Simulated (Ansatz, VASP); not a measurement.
# One calculation of Al2O3, two programs

```
Al O
1.0
     3.01748    0.00000    0.00000
    -1.50874    2.61322    0.00000
     0.00000    0.00000    7.57464
Al O
2 3
Direct
  0.00000 0.00000 0.27795
  0.00000 0.00000 0.72205
  0.33333 0.66667 0.19945
  0.66667 0.33333 0.80055
  0.00000 0.00000 0.50000
```

Alike in both runs: task relaxation of cell and atoms; functional PBEsol; dispersion D3(BJ); k mesh 12 × 12 × 4; occupations gaussian, width 0.01 eV; no spin polarisation.

|  | VASP | Ansatz |
| --- | --- | --- |
| version | VASP 6.6.1 | Ansatz 0.2.0 |
| potentials or method | VASP PAW PBE potentials, release 64 (Al, O) | plane waves, PAW |
| plane-wave cutoff (eV) | 600 | 420 |
| valence electrons in the cell | 24 | 24 |

```tsv
	VASP	Ansatz	Ansatz less VASP
relaxed volume (Å³/atom)	11.15	11.22	+0.068
relaxed cell length with the largest relative difference (Å)	7.276	7.314	+0.0381
```

VASP's potentials were made for PBE, not for PBEsol.
